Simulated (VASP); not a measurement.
ZnS: single point with PBEsol

ZnS:

```
Zn S
1.0
     0.00000    2.72875    2.72875
     2.72875    0.00000    2.72875
     2.72875    2.72875    0.00000
Zn S
1 1
Direct
  0.25000 0.25000 0.25000
  0.00000 0.00000 0.00000
```

```yaml
Program: VASP 6.6.1
Task: single point
Functional: PBEsol
Potentials_or_basis: VASP PAW PBE potentials, release 64 (Zn, S)
Cutoff: 500 eV
k_mesh: 6 × 6 × 6
Occupations: gaussian, width 0.01 eV
Spin: no spin polarisation
Dipole_correction: no
Further_INCAR_settings: ALGO = Normal; EDIFF = 1e-06; NBANDS = 16
```

The pressure is -3.7 GPa and the band gap on the k mesh is 1.85 eV, direct.

Levels at points of the mesh, in eV from the valence-band top:
```tsv
k point	band 5	band 6	band 7	band 8	band 9	band 10	band 11	band 12	band 13	band 14
(0.00, 0.00, 0.00)	-5.79	-5.79	0.00	0.00	0.00	1.85	6.32	6.32	6.32	11.47
(0.50, 0.00, 0.00)	-5.77	-5.60	-5.17	-0.83	-0.83	3.13	6.84	6.84	8.59	11.82
(0.50, 0.50, 0.00)	-5.72	-5.59	-4.49	-2.14	-2.14	3.30	3.97	10.62	11.67	11.67
```

Wall time 17 s on 1 thread of Intel Xeon 8259CL (shared host), peak memory 0.15 GiB.

Caveat: the PAW data sets were made with another functional, which shifts forces and pressure a little. As with any semilocal functional, this PBEsol gap is likely too small.
